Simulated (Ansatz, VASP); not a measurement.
## One calculation of Au, two programs

```
Au
1.0
     0.00000    2.03500    2.03500
     2.03500    0.00000    2.03500
     2.03500    2.03500    0.00000
Au
1
Direct
  0.00000 0.00000 0.00000
```

Alike in both runs: task single point; functional PBE; k mesh 4 × 4 × 4; occupations fermi-dirac, width 0.03 eV; no spin polarisation.

|  | VASP | Ansatz |
| --- | --- | --- |
| version | VASP 6.6.1 | Ansatz 0.2.0 |
| potentials or method | VASP PAW PBE potentials, release 64 (Au), cutoff 500 eV | all-electron LAPW, scalar-relativistic |

Ansatz gave:

- gap on the k mesh at the Fermi level (eV): none
- pressure (GPa): 13.1

**Question.** Which values does VASP return?

**Answer.** gap on the k mesh at the Fermi level (eV): none; pressure (GPa): 12.9.

A gap of «none» marks a metal or a gap that the smearing closes. Ansatz ran all-electron here, and VASP with PAW potentials.

The k mesh is coarse, so the values compare programs but aren't converged. Neither program's run includes spin-orbit coupling. Noted on Ansatz's run: the k mesh is thin for a metal, which can move the energy by tens of meV per atom.
